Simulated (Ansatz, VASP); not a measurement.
**Mo in VASP and in Ansatz**

```
Mo
1.0
    -1.55547    1.55547    1.55547
     1.55547   -1.55547    1.55547
     1.55547    1.55547   -1.55547
Mo
1
Cartesian
  0.0000 0.0000 0.0000
```

Alike in both runs: functional LDA; k mesh 16 × 16 × 16; occupations gaussian, width 0.1 eV; no spin polarisation.

Ansatz relaxed the structure, and its values are those at the end. VASP's run is a single point on that final structure, the one shown.

```csv
,VASP,Ansatz
version,VASP 6.6.1,Ansatz 0.2.0
potentials or method,"VASP PAW LDA potentials, release 64 (Mo_sv), cutoff 520 eV","scalar-relativistic, plane waves, PAW"
valence electrons in the cell,14,14
```

Ansatz gave:

| Property | Result |
| --- | --- |
| gap on the k mesh at the Fermi level (eV) | none |
| pressure (GPa) | 0.0 |

Q: Estimate VASP's values.

A: gap on the k mesh at the Fermi level (eV): none; pressure (GPa): 1.2.

Ansatz warns that its potentials were made for another functional, while VASP's fit it. LDA's correlation is that of Perdew and Zunger in VASP and of Perdew and Wang (1992) in Ansatz. A gap of «none» marks a metal or a gap that the smearing closes.
